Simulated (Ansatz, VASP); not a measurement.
## Two plane-wave programs on ZnSiP2

```
CELL_PARAMETERS angstrom
-2.68850 2.68850 5.23384
2.68850 -2.68850 5.23384
2.68850 2.68850 -5.23384
ATOMIC_POSITIONS crystal
Zn 0.00000 0.00000 0.00000
Zn 0.75000 0.25000 0.50000
P 0.37500 0.39183 0.51683
P 0.14183 0.62500 0.01683
P 0.87500 0.85817 0.48317
P 0.60817 0.12500 0.98317
Si 0.50000 0.50000 0.00000
Si 0.25000 0.75000 0.50000
```

Alike in both runs: task single point; functional PBE; k mesh 6 × 6 × 6; occupations fermi-dirac, width 0.02 eV; no spin polarisation.

```csv
,VASP,Ansatz
version,VASP 6.6.1,Ansatz 0.2.0
potentials or method,"VASP PAW PBE potentials, release 64 (Zn, P, Si)","plane waves, PAW"
plane-wave cutoff (eV),500,420
valence electrons in the cell,52,52
```

Ansatz gave:

```
gap on the k mesh at the Fermi level (eV) : 1.31
pressure (GPa)                            : 2.0
rms of the force components (eV/Å)        : 0.007
```

Q: Estimate VASP's values.

A: gap on the k mesh at the Fermi level (eV): 1.32; pressure (GPa): 2.0; rms of the force components (eV/Å): 0.006.
